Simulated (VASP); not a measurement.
Write the native input for VASP 6.6.1 that does the following.

```
Task                   : single point
Functional             : LDA
Potentials or basis    : VASP PAW LDA potentials, release 64 (Ti_sv, Al)
Cutoff                 : 520 eV
k mesh                 : 16 × 16 × 16
Occupations            : gaussian, width 0.15 eV
Spin                   : no spin polarisation
Dipole correction      : no
Further INCAR settings : ALGO = Fast; EDIFF = 1e-06; NBANDS = 14
```

The structure of TiAl lies in POSCAR:

```
TiAl
1.0
    3.4333891200      0.0000000000      0.0000000000
    0.0000000000      3.4333891200      0.0000000000
    0.0000000000      0.0000000000      3.0519014400
Ti Al
1 1
Direct
    0.0000000000      0.0000000000      0.0000000000
    0.5000000000      0.5000000000      0.5000000000
```

This cell differs from its parent crystal: strain +0.080 along x and y, -0.040 along z.

These files were run (other wordings do the same):

INCAR

```
PREC = Accurate
ENCUT = 520
EDIFF = 1E-6
ISMEAR = 0
SIGMA = 0.15
LREAL = F
LASPH = T
NELM = 100
ALGO = Fast
ISIF = 2
LWAVE = F
LCHARG = F
NBANDS = 14
```

KPOINTS

```
regular mesh
0
Gamma
  16 16 16
```

Potentials or basis: VASP PAW LDA potentials, release 64 (Ti_sv, Al).

Run with:

```bash
$ cat potpaw_LDA.64/Ti_sv/POTCAR potpaw_LDA.64/Al/POTCAR > POTCAR
$ mpirun -np 1 vasp_std > vasp.out
```

It gave:

```
Pressure : -14.4 GPa
```

Caveat: the cell differs from its parent crystal (strain +0.080 along x and y, -0.040 along z).

Run time: 3.5 min on 1 thread of Intel Xeon 6975P-C, with other jobs on the host, peak memory 0.31 GiB.
